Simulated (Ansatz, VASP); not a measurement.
## Two plane-wave programs on GaN

INCAR

```
SYSTEM = GaN
PREC     = Accurate       ! precision mode
ENCUT    = 600            ! plane-wave cutoff, eV
EDIFF    = 1E-6           ! SCF threshold, eV
ISMEAR   = 0              ! smearing method
SIGMA    = 0.01           ! smearing width, eV
LREAL    = .FALSE.        ! projectors in reciprocal space
LASPH    = .TRUE.         ! aspherical terms in the spheres
NELM     = 120            ! most SCF steps
ALGO     = Normal         ! electronic algorithm
ISIF     = 2              ! what is computed and relaxed
LWAVE    = .FALSE.        ! write WAVECAR
LCHARG   = .FALSE.        ! write CHGCAR
GGA      = PE             ! functional
NBANDS   = 16             ! bands
GGA_COMPAT= .FALSE.
```

The input KPOINTS:

```
Automatic mesh
0
G
  5 5 5
  0 0 0
```

The input POSCAR:

```
GaN
1.0
    0.0000000000      2.1085153689      2.1085153689
    2.1085153689      0.0000000000      2.1085153689
    2.1085153689      2.1085153689      0.0000000000
Ga N
1 1
Direct
    0.5000000000      0.5000000000      0.5000000000
    0.0000000000      0.0000000000      0.0000000000
```

Input for Ansatz:

```yaml
crystal:
  lattice:
    - [0.0, 2.1085153689, 2.1085153689]
    - [2.1085153689, 0.0, 2.1085153689]
    - [2.1085153689, 2.1085153689, 0.0]
  atoms:
    - { symbol: Ga, position: [0.5, 0.5, 0.5] }
    - { symbol: "N", position: [0.0, 0.0, 0.0] }
kpoints:
  mp_grid: { grid: [5, 5, 5] }
hamiltonian:
  xc: pbe
scf:
  occupations: { method: fixed }
  n_extra_bands: 4
output:
  forces: true
  stress: true
  eigenvalues: true
```

Alike in both runs: task single point; functional PBE; k mesh 5 × 5 × 5; no spin polarisation.

|  | VASP | Ansatz |
| --- | --- | --- |
| version | VASP 6.6.1 | Ansatz 0.2.0 |
| potentials or method | VASP PAW PBE potentials, release 64 (Ga_d, N) | plane waves |
| plane-wave cutoff (eV) | 600 | 420 |
| occupations | gaussian, width 0.01 eV | fixed |
| valence electrons in the cell | 18 | 18 |

|  | VASP | Ansatz | Ansatz less VASP |
| --- | --- | --- | --- |
| gap on the k mesh at the Fermi level (eV) | 1.36 | 1.37 | +0.011 |
| pressure (GPa) | 8.6 | 7.9 | -0.67 |

The k mesh is coarse, so the values compare programs but aren't converged.
